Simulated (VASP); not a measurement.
CaSe:

```xyz
2
Lattice="2.1492 -3.7800 0.0000 2.1492 3.7800 0.0000 0.0000 0.0000 4.2983" Properties=species:S:1:pos:R:3 pbc="T T T"
Ca    0.0000    0.0000    0.0000
Se    2.1492    0.0000    2.1492
```

```yaml
Program: VASP 6.6.1
Task: relaxation of cell and atoms
Functional: PBE
Dispersion: D3(BJ)
Potentials_or_basis: VASP PAW PBE potentials, release 64 (Ca_sv, Se)
Cutoff: 600 eV
k_mesh: 6 × 6 × 4
Occupations: gaussian, width 0.1 eV
Spin: no spin polarisation
```

At the start: pressure -6.1 GPa; volume 34.92 Å³/atom.

**Question.** How do energy, volume and symmetry change on relaxing?

**Answer.** Over 14 steps the energy falls by 263.1 meV/atom and the volume is 23.49 Å³/atom (-32.7 %); space group Cmmm (No. 65, to 0.05 Å).

Step by step:
| step | energy change (eV) | largest force (eV/Å) | pressure (GPa) | volume (Å³) |
| --- | --- | --- | --- | --- |
| 1 | 0.0000 | 0.0000 | -6.12 | 69.84 |
| 2 | -0.2739 | 0.0000 | 2.30 | 57.06 |
| 3 | -0.3051 | 0.0000 | -0.39 | 59.69 |
| 4 | -0.3300 | 0.0000 | -0.52 | 58.61 |
| 5 | -0.3985 | 0.0000 | -0.73 | 55.25 |
| 6 | -0.5026 | 0.0000 | 0.79 | 48.15 |
| 7 | 1.1693 | 0.0000 | 45.49 | 32.71 |
| 8 | -0.5051 | 0.0000 | 1.02 | 47.74 |
| 9 | -0.5070 | 0.0000 | 2.24 | 46.01 |
| 10 | -0.5248 | 0.0000 | -0.32 | 47.41 |
| 11 | -0.5248 | 0.0000 | -0.24 | 47.35 |
| 12 | -0.5258 | 0.0000 | -0.19 | 47.24 |
| 13 | -0.5258 | 0.0000 | -0.16 | 47.22 |
| 14 | -0.5262 | 0.0000 | 0.04 | 46.98 |

Final structure:
```cif
data_structure
_symmetry_space_group_name_H-M 'P 1'
_symmetry_Int_Tables_number 1
_cell_length_a 3.6130
_cell_length_b 3.6130
_cell_length_c 3.6201
_cell_angle_alpha 90.000
_cell_angle_beta 90.000
_cell_angle_gamma 96.160
_cell_volume 46.98
loop_
_atom_site_label
_atom_site_type_symbol
_atom_site_fract_x
_atom_site_fract_y
_atom_site_fract_z
_atom_site_occupancy
Ca1 Ca 0.00000 0.00000 0.00000 1
Se1 Se 0.50000 0.50000 0.50000 1
```

Caveat: the volume moved by over 15 % at a fixed basis, so the end points are rough.
